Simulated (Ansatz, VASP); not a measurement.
# RbBr: VASP beside Ansatz

INCAR

```
SYSTEM = RbBr
PREC = Accurate
ENCUT = 600
EDIFF = 1E-6
ISMEAR = -1
SIGMA = 0.05
LREAL = .False.
LASPH = .True.
NELM = 80
ALGO = Normal
ISIF = 3
LWAVE = .False.
LCHARG = .False.
GGA = RE
IBRION = 2
NSW = 60
EDIFFG = -0.01
```

KPOINTS

```
Automatic mesh
0
Gamma
  7 7 7
  0 0 0
```

The input POSCAR:

```
RbBr
1.0
    4.1260773000      0.0000000000      0.0000000000
    0.0000000000      4.1260773000      0.0000000000
    0.0000000000      0.0000000000      4.1260773000
Rb Br
1 1
Direct
    0.0000000000      0.0000000000      0.0000000000
    0.5000000000      0.5000000000      0.5000000000
```

input.yaml

```yaml
crystal:
  lattice:
    - [4.1260773, 0.0, 0.0]
    - [0.0, 4.1260773, 0.0]
    - [0.0, 0.0, 4.1260773]
  atoms:
    - { symbol: Rb, position: [0.0, 0.0, 0.0] }
    - { symbol: Br, position: [0.5, 0.5, 0.5] }
hamiltonian:
  xc: revpbe
  pseudopotentials: { kind: paw }
kpoints:
  mp_grid: { grid: [7, 7, 7] }
scf:
  occupations: { method: fermi_dirac, width: 0.05 }
output:
  forces: true
  stress: true
  eigenvalues: true
relax:
  f_tol: 0.01
  max_steps: 40
  cell: { stress_tol: 0.05 }
```

Alike in both runs: task relaxation of cell and atoms; functional revPBE; k mesh 7 × 7 × 7; occupations fermi-dirac, width 0.05 eV; no spin polarisation.

```csv
,VASP,Ansatz
version,VASP 6.6.1,Ansatz 0.2.0
potentials or method,"VASP PAW PBE potentials, release 64 (Rb_sv, Br)",Ansatz PAW
plane-wave cutoff (eV),600,420
valence electrons in the cell,16,16
```

```tsv
	VASP	Ansatz	Ansatz less VASP
gap on the k mesh at the Fermi level, each at its own relaxed structure (eV)	3.93	3.94	+0.001
relaxed volume (Å³/atom)	40.50	40.51	+0.007
relaxed cell length with the largest relative difference (Å)	4.327	4.327	+0.0002
```

VASP's potentials were made for PBE, not for revPBE.

Noted on VASP's run: the volume moved by over 15 % at a fixed basis, so the end points are rough. Noted on Ansatz's run: the volume moved by over 15 % at a fixed basis, so the end points are rough; odd divisions of the mesh miss points on the zone boundary, where band edges often lie, so the gap on the mesh can be too wide; the plane-wave basis is chosen anew once the cell has moved, so the energies of steps on either side of that aren't comparable.
